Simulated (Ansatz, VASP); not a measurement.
Ti2Al: VASP beside Ansatz

INCAR

```
SYSTEM = Ti2Al
PREC = Accurate ; ENCUT = 600
EDIFF = 1E-7 ; ISMEAR = 0
SIGMA = 0.1 ; LREAL = .FALSE.
LASPH = .TRUE. ; NELM = 80
ALGO = Fast ; ISIF = 3
LWAVE = .FALSE. ; LCHARG = .FALSE.
GGA = PE ; IBRION = 2
NSW = 100 ; EDIFFG = -0.01
```

The input KPOINTS:

```
Automatic mesh
0
G
  16 16 8
  0 0 0
```

The input POSCAR:

```
Ti2Al
1.0
    2.7862108767      0.0000000000      0.0000000000
    0.0000000000      2.7862108767      0.0000000000
    0.0000000000      0.0000000000      6.7441998247
Ti Al
2 1
Direct
    0.5000000000      0.5000000000      0.2888477614
    0.5000000000      0.5000000000      0.7111522386
    0.0000000000      0.0000000000      0.0000000000
```

Input for Ansatz:

```yaml
crystal:
  lattice:
    - [2.7862108767, 0.0, 0.0]
    - [0.0, 2.7862108767, 0.0]
    - [0.0, 0.0, 6.7441998247]
  atoms:
    - { symbol: Ti, position: [0.5, 0.5, 0.2888477614] }
    - { symbol: Ti, position: [0.5, 0.5, 0.7111522386] }
    - { symbol: Al, position: [0.0, 0.0, 0.0] }
basis:
  ecutwfc: 420
kpoints:
  mp_grid: { grid: [16, 16, 8] }
hamiltonian:
  xc: pbe
scf:
  occupations: { method: gaussian, width: 0.1 }
output:
  forces: true
  stress: true
  eigenvalues: true
  write_density: true
  write_potential: true
  elf: true
  volumetric_format: npy
relax:
  adjacent_minimum: "off"
  f_tol: 0.01
  max_steps: 80
  cell: { stress_tol: 0.05 }
```

Change from the starting cell: species swapped into the FeSi2 type (P4/mmm, No. 123).

Alike in both runs: task relaxation of cell and atoms; functional PBE; k mesh 16 × 16 × 8; occupations gaussian, width 0.1 eV; no spin polarisation.

```csv
,VASP,Ansatz
version,VASP 6.6.1,Ansatz 0.2.0
potentials or method,"VASP PAW PBE potentials, release 64 (Ti_sv, Al), cutoff 600 eV","scalar-relativistic, plane waves, PAW"
valence electrons in the cell,27,27
```

VASP gave:

| Quantity | Value |
| --- | --- |
| gap on the k mesh at the Fermi level, each at its own relaxed structure (eV) | none |
| relaxed volume (Å³/atom) | 17.43 |
| relaxed cell length with the largest relative difference (Å) | 2.791 |

Question: Estimate Ansatz's values.

Answer: gap on the k mesh at the Fermi level, each at its own relaxed structure (eV): none; relaxed volume (Å³/atom): 17.45; relaxed cell length with the largest relative difference (Å): 2.792.

A gap of «none» marks a metal or a gap that the smearing closes.
